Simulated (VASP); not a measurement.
A run of VASP 6.6.1:

POSCAR

```
Fe
1.0
    2.4502783040      0.0000000000      0.0000000000
   -1.2251391521      2.1220032576      0.0000000000
    0.0000000000      0.0000000000      3.8673784861
Fe
2
Direct
    0.6666666667      0.3333333333      0.7500000000
    0.3333333333      0.6666666667      0.2500000000
```

Contents of INCAR.step1:

```
PREC = Accurate
ENCUT = 520
ISMEAR = -1
SIGMA = 0.05
LREAL = F
LASPH = T
NELM = 150
ISPIN = 2
MAGMOM = 3 3
LMAXMIX = 4
NBANDS = 19
GGA = PE
ALGO = Normal
EDIFF = 1E-4
LWAVE = T
LCHARG = F
```

INCAR.step2

```
PREC = Accurate
ENCUT = 520
EDIFF = 1E-6
ISMEAR = -1
SIGMA = 0.05
LREAL = F
LASPH = T
NELM = 150
ALGO = Normal
ISIF = 2
LWAVE = F
LCHARG = F
ISPIN = 2
MAGMOM = 3 3
LORBIT = 11
LMAXMIX = 4
METAGGA = R2SCAN
LMIXTAU = T
NBANDS = 19
ISTART = 1
```

The input KPOINTS:

```
Automatic mesh
0
Gamma
  12 12 7
```

Potentials or basis: VASP PAW PBE potentials, release 64 (Fe).

The run is started by

```console
$ cat potpaw_PBE.64/Fe/POTCAR > POTCAR
$ cp INCAR.step1 INCAR
$ mpirun -np 1 vasp_std > vasp.out
$ cp INCAR.step2 INCAR
$ mpirun -np 1 vasp_std > vasp.out
```

Hardware: 1 thread of Intel(R) Xeon(R) Platinum 8488C (Sapphire Rapids), on a shared host.

Q: Estimate the wall time of this run.

A: It took 2.6 min on 1 thread of Intel(R) Xeon(R) Platinum 8488C (Sapphire Rapids), on a shared host, peak memory 0.16 GiB. Counts: k points 76.
